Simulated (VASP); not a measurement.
TiAu: relaxation of cell and atoms with LDA

TiAu:

```xyz
2
Lattice="3.1916 0.0000 0.0000 0.0000 3.1916 0.0000 0.0000 0.0000 3.1916" Properties=species:S:1:pos:R:3 pbc="T T T"
Ti    1.5958    1.5958    1.5958
Au    0.0000    0.0000    0.0000
```

```json
{"Program": "VASP 6.6.1", "Task": "relaxation of cell and atoms", "Functional": "LDA", "Potentials or basis": "VASP PAW LDA potentials, release 64 (Ti_sv, Au)", "Cutoff": "600 eV", "k mesh": "14 × 14 × 14", "Occupations": "fermi-dirac, width 0.15 eV", "Spin": "no spin polarisation", "Target pressure": "3 GPa", "Dipole correction": "no", "Further INCAR settings": "ALGO = Fast; EDIFF = 1e-07; IBRION = 2; EDIFFG = -0.001; NSW = 80; ISIF = 3"}
```

The relaxed volume is 16.02 Å³/atom, the relaxed cell is a = 3.176 Å, b = 3.176 Å, c = 3.176 Å, α = 90.00°, β = 90.00°, γ = 90.00° and the space group after relaxing (to 0.1 Å) is Pm-3m (No. 221). The energy change on relaxing (the run minimises the enthalpy) is +2.5 meV/atom, the ionic steps are 4 and the pressure after relaxing is 3.0 GPa. The band gap on the k mesh is zero (an odd number of electrons rules out a gap without spin polarisation).

Step by step:
```tsv
step	energy change (eV)	largest force (eV/Å)	pressure (GPa)	volume (Å³)
1	0.0000	0.0000	0.42	32.51
2	0.0292	0.0000	7.53	31.30
3	0.0049	0.0000	2.98	32.04
4	0.0051	0.0000	3.01	32.03
```

Final structure:
```
Ti Au
1.0
     3.17590    0.00000    0.00000
     0.00000    3.17590    0.00000
     0.00000    0.00000    3.17590
Ti Au
1 1
Direct
  0.50000 0.50000 0.50000
  0.00000 0.00000 0.00000
```

Levels at points of the mesh, in eV from the Fermi level:
| k point | band 8 | band 9 | band 10 | band 11 | band 12 | band 13 | band 14 | band 15 |
| --- | --- | --- | --- | --- | --- | --- | --- | --- |
| (0.00, 0.00, 0.00) | -4.62 | -4.62 | -4.62 | 0.33 | 0.33 | 2.18 | 2.18 | 2.18 |
| (0.50, 0.00, 0.00) | -5.03 | -4.28 | -4.07 | -2.40 | -0.92 | 0.24 | 0.24 | 1.55 |
| (0.50, 0.50, 0.00) | -5.54 | -3.45 | -2.11 | -0.30 | -0.30 | 0.80 | 2.18 | 2.18 |
| (0.50, 0.50, 0.50) | -3.39 | -3.39 | -2.11 | -2.11 | -2.11 | 2.44 | 2.44 | 2.67 |

Run time: 4.3 min on 1 thread of Intel(R) Xeon(R) 6975P-C (Granite Rapids), on a shared host, peak memory 0.22 GiB.

Caveat: the cell is relaxed towards a set pressure, so the run minimises the enthalpy, not the energy; spin-orbit coupling is left out, which moves the levels of the heavy elements. LDA usually gives volumes a few per cent too small.
